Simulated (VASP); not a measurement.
# AlSi2B4 (I4/mmm) in VASP: relaxation of cell and atoms with PBE

Aim: the relaxation of cell and atoms of AlSi2B4 with PBE.

All numbers are computed with VASP 6.6.1; they aren't measurements. Logs are shortened: lines on timing, memory, paths and dates and some standing lists are left out, and cuts for length are marked.

## 1. The cell of the first run

It takes space group I4/mmm (No. 139, tetragonal). Conventional cell: a = 4.457 Å, b = 4.457 Å, c = 7.096 Å, α = 90.00°, β = 90.00°, γ = 90.00°. Within 2.9 Å of Al (site symmetry 4/mmm) lie 12 B at 2.23 to 2.85 Å and 2 Si at 2.44 Å. Within 2.9 Å of Si (site symmetry 4mm) lie 1 Si at 2.22 Å and 8 B at 2.33 to 2.49 Å and 1 Al at 2.44 Å. B (site symmetry mmm) has 2 B at 1.77 Å and 2 Al at 2.23 Å within 2.4 Å. Within 2.4 Å of B (site symmetry -4m2) lie 2 B at 1.77 Å and 4 Si at 2.33 Å.

## 2. Relaxation of cell and atoms, PBE

The input, INCAR:

```
SYSTEM = AlSi2B4
PREC = Accurate ; ENCUT = 600
EDIFF = 1E-7 ; ISMEAR = 0
SIGMA = 0.1 ; LREAL = .False.
LASPH = .True. ; NELM = 60
ALGO = Normal ; ISIF = 3
LWAVE = .False. ; LCHARG = .False.
GGA = PE ; IBRION = 2
NSW = 100 ; EDIFFG = -0.01
```

The input, KPOINTS:

```
Automatic mesh
0
Gamma
  12 12 12
  0 0 0
```

The input, POSCAR:

```
AlSi2B4
1.0
   -2.2286978139      2.2286978139      3.5481840033
    2.2286978139     -2.2286978139      3.5481840033
    2.2286978139      2.2286978139     -3.5481840033
Al Si B
1 2 4
Direct
    0.0000000000      0.0000000000      0.0000000000
    0.6565248531      0.6565248531      0.0000000000
    0.3434751469      0.3434751469      0.0000000000
    0.5000000000      0.0000000000      0.5000000000
    0.7500000000      0.2500000000      0.5000000000
    0.0000000000      0.5000000000      0.5000000000
    0.2500000000      0.7500000000      0.5000000000
```

Potentials or basis: VASP PAW PBE potentials, release 64 (Al, Si, B).

On the command line:

```sh
$ cat potpaw_PBE.64/Al/POTCAR potpaw_PBE.64/Si/POTCAR potpaw_PBE.64/B/POTCAR > POTCAR
$ mpirun -np 1 vasp_std > vasp.out
```

OUTCAR:

```text
SYSTEM = AlSi2B4
   PREC = Accurate
   ENCUT = 600
   EDIFF = 1E-7
   ISMEAR = 0
   LREAL = .False.
   LASPH = .True.
   NELM = 60
   ISIF = 3
   GGA = PE
   IBRION = 2
   NSW = 100
   EDIFFG = -0.01

 ion  position               nearest neighbor table
   1  0.000  0.000  0.000-   4 2.23   6 2.23   6 2.23   4 2.23   2 2.44   3 2.44
   2  0.657  0.657  0.000-   3 2.22   5 2.33   7 2.33   5 2.33   7 2.33   1 2.44   4 2.49   6 2.49
                             4 2.49   6 2.49
   3  0.343  0.343  0.000-   2 2.22   5 2.33   7 2.33   7 2.33   5 2.33   1 2.44   4 2.49   6 2.49
                             6 2.49   4 2.49
   4  0.500  0.000  0.500-   5 1.77   7 1.77   1 2.23   1 2.23   3 2.49   2 2.49   3 2.49   2 2.49

   5  0.750  0.250  0.500-   4 1.77   6 1.77   3 2.33   2 2.33   3 2.33   2 2.33
   6  0.000  0.500  0.500-   5 1.77   7 1.77   1 2.23   1 2.23   3 2.49   2 2.49   2 2.49   3 2.49

   7  0.250  0.750  0.500-   4 1.77   6 1.77   3 2.33   2 2.33   3 2.33   2 2.33

  LATTYP: Found a body centered tetragonal cell.
 ALAT       =     4.4573956278
 C/A-ratio  =     1.5920435607

  Lattice vectors:

 A1 = (  -2.2286978139,   2.2286978139,   3.5481840033)
 A2 = (   2.2286978139,  -2.2286978139,   3.5481840033)
 A3 = (   2.2286978139,   2.2286978139,  -3.5481840033)

Analysis of symmetry for initial positions (statically):
=====================================================================
 Subroutine PRICEL returns:
 Original cell was already a primitive cell.

 Routine SETGRP: Setting up the symmetry group for a
 body centered tetragonal supercell.

 Subroutine GETGRP returns: Found 16 space group operations
 (whereof 16 operations were pure point group operations)
 out of a pool of 16 trial point group operations.

The static configuration has the point symmetry D_4h.

Analysis of symmetry for dynamics (positions and initial velocities):
=====================================================================
 Subroutine PRICEL returns:
 Original cell was already a primitive cell.

 Routine SETGRP: Setting up the symmetry group for a
 body centered tetragonal supercell.

 Subroutine GETGRP returns: Found 16 space group operations
 (whereof 16 operations were pure point group operations)
 out of a pool of 16 trial point group operations.

The dynamic configuration has the point symmetry D_4h.

 Subroutine INISYM returns: Found 16 space group operations
 (whereof 16 operations are pure point group operations),
 and found     1 'primitive' translations

----------------------------------------------------------------------------------------
[... 122 lines left out ...]
     AMIX     =   0.40;   BMIX     =  1.00
     AMIX_MAG =   1.60;   BMIX_MAG =  1.00
  volume/ion in A,a.u.               =      10.07        67.96
  Fermi-wavevector in a.u.,A,eV,Ry     =   1.127010  2.129741 17.281475  1.270153
  Thomas-Fermi vector in A             =   2.263695
   LORBIT       =      0    0 simple, 1 ext, 2 COOP (PROOUT), +10 PAW based schemes
   GGA     = PE    functional components
   LHFCALC =     F    Hartree Fock is set to
   AEXX    =    0.0000 exact exchange contribution
   IVDW    =     0    specifies the selected vdW correction
   LEPSILON=     F    determine dielectric tensor
   LRPA    =     F    only Hartree local field effects (RPA)
 conjugate gradient relaxation of ions
 non-spin polarized calculation
 Gauss-broadening in eV      SIGMA  =   0.10
  energy-cutoff  :      600.00
  volume of cell :       70.50
 maximum number of plane-waves:      2377
 NGX is ok and might be reduce to    40
   NGX = 19   NGY = 19   NGZ = 19

--------------------------------------- Ionic step        1  -------------------------------------------

 number of electron      23.0000000 magnetization

 Free energy of the ion-electron system (eV)
  ---------------------------------------------------
  ext. energy  EPLUGINS =         0.00000000
  ---------------------------------------------------
  free energy    TOTEN  =       -37.00422288 eV

  energy without entropy =      -36.99521559  energy(sigma->0) =      -36.99971923

------------------------ aborting loop because EDIFF is reached ----------------------------------------

  FORCE on cell =-STRESS in cart. coord.  units (eV):
  Direction    XX          YY          ZZ          XY          YZ          ZX
  --------------------------------------------------------------------------------------
  -------------------------------------------------------------------------------------
  Total        0.6761853      0.6761853     -2.1402625      0.0000000      0.0000000      0.0000000
  in kB       15.3676618     15.3676618    -48.6417419      0.0000000      0.0000000      0.0000000
  external PRESSURE =      -5.9688061 kB  Pullay stress =       0.0000000 kB
[... 233 lines left out ...]
--------------------------------------- Ionic step        7  -------------------------------------------

 number of electron      23.0000000 magnetization

 Free energy of the ion-electron system (eV)
  ---------------------------------------------------
  ext. energy  EPLUGINS =         0.00000000
  ---------------------------------------------------
  free energy    TOTEN  =       -37.01961245 eV

  energy without entropy =      -37.01076436  energy(sigma->0) =      -37.01518841

 E-fermi :   8.9235     XC(G=0): -11.4644

 val. band max:        8.9232458177   @ k =  -0.1667   0.2500   0.0833
 cond. band min:       8.9404352636   @ k =  -0.2500  -0.3333   0.1667
 fundamental gap:      0.0171894459
 Fermi energy:         8.9235389580

 k-point     1 :       0.0000    0.0000    0.0000
  band No.  band energies     occupation
      1      -5.9662      2.00000
      2       1.4111      2.00000
      3       1.4246      2.00000
      4       2.6902      2.00000
      5       3.3561      2.00000
      6       3.8019      2.00000
      7       3.8019      2.00000
      8       3.8664      2.00000
      9       3.8664      2.00000
     10       3.9256      2.00000
     11       5.7573      2.00000
     12       5.7573      2.00000
     13       5.9402      2.00000
     14       8.2624      2.00000
[... 401 lines left out ...]
      2      -2.0767      2.00000
      3       0.1844      2.00000
      4       0.7261      2.00000
      5       1.5384      2.00000
      6       2.7117      2.00000
      7       3.8197      2.00000
      8       4.8594      2.00000
      9       5.6228      2.00000
     10       6.9284      2.00000
     11       8.0671      2.00000
     12       8.9463      0.74713
     13      10.1675      0.00000
     14      10.3579      0.00000
     15      11.5352      0.00000

 [... further k-points ...]
[... 5 lines left out ...]
  --------------------------------------------------------------------------------------
  -------------------------------------------------------------------------------------
  Total       -0.0006135     -0.0006135      0.0001303      0.0000000      0.0000000      0.0000000
  in kB       -0.0138652     -0.0138652      0.0029455      0.0000000      0.0000000      0.0000000
  external PRESSURE =      -0.0082616 kB  Pullay stress =       0.0000000 kB
[... 22 lines left out ...]
  FREE ENERGIE OF THE ION-ELECTRON SYSTEM (eV)
  ---------------------------------------------------
  free  energy   TOTEN  =       -37.0196124464 eV

  energy  without entropy=      -37.0107643642  energy(sigma->0) =      -37.01518841

 reached required accuracy - stopping structural energy minimisation
```

OSZICAR:

```text
N       E                     dE             d eps       ncg     rms          rms(c)
DAV:   1     0.565181779772E+02    0.56518E+02   -0.10518E+04  4890   0.144E+03
DAV:   2    -0.342670181802E+02   -0.90785E+02   -0.88743E+02  6406   0.213E+02
[... 51 lines left out ...]
   6 F= -.37019600E+02 E0= -.37015178E+02  d E =-.387104E-04
       N       E                     dE             d eps       ncg     rms          rms(c)
DAV:   1    -0.370196139315E+02   -0.14132E-04   -0.29053E-04  5310   0.115E-01    0.955E-03
DAV:   2    -0.370196128073E+02    0.11242E-05   -0.13650E-05  6290   0.276E-02    0.468E-03
DAV:   3    -0.370196123867E+02    0.42061E-06   -0.17250E-06  5982   0.771E-03    0.173E-03
DAV:   4    -0.370196124464E+02   -0.59731E-07   -0.18772E-07  4295   0.300E-03
   7 F= -.37019612E+02 E0= -.37015188E+02  d E =-.514209E-04
```

Run time: 27 min. Hardware: 1 thread of Oxide Virtual Turin-like, shared host; peak memory 0.35 GiB.

What came out:

```yaml
Free_energy: -37.0196 eV
Relaxed_volume: 10.13 Å³/atom
Relaxed_cell: a = 4.737 Å, b = 4.737 Å, c = 4.737 Å, α = 123.40°, β = 123.40°, γ = 84.20°
Space_group_after_relaxing_to_0.05_Å: I4/mmm (No. 139)
Energy_gained_by_relaxing: 2.2 meV/atom
Ionic_steps: 7
Pressure_after_relaxing: 0.0 GPa
```

The path:
| step | energy change (eV) | largest force (eV/Å) | pressure (GPa) | volume (Å³) |
| --- | --- | --- | --- | --- |
| 1 | 0.0000 | 0.0809 | -0.60 | 70.50 |
| 2 | -0.0084 | 0.2121 | 2.07 | 70.11 |
| 3 | -0.0126 | 0.0982 | 1.06 | 70.25 |
| 4 | -0.0153 | 0.0321 | 0.12 | 70.82 |
| 5 | -0.0153 | 0.0380 | 0.08 | 70.85 |
| 6 | -0.0154 | 0.0186 | -0.04 | 70.92 |
| 7 | -0.0154 | 0.0003 | 0.00 | 70.89 |

Final structure:
```yaml
crystal:
  lattice:
    - [-2.24559, 2.24559, 3.51469]
    - [2.24559, -2.24559, 3.51469]
    - [2.24559, 2.24559, -3.51469]
  atoms:
    - { symbol: Al, position: [0.00000, 0.00000, 0.00000] }
    - { symbol: Si, position: [0.65660, 0.65660, 0.00000] }
    - { symbol: Si, position: [0.34340, 0.34340, 0.00000] }
    - { symbol: B, position: [0.50000, 0.00000, 0.50000] }
    - { symbol: B, position: [0.75000, 0.25000, 0.50000] }
    - { symbol: B, position: [0.00000, 0.50000, 0.50000] }
    - { symbol: B, position: [0.25000, 0.75000, 0.50000] }
```
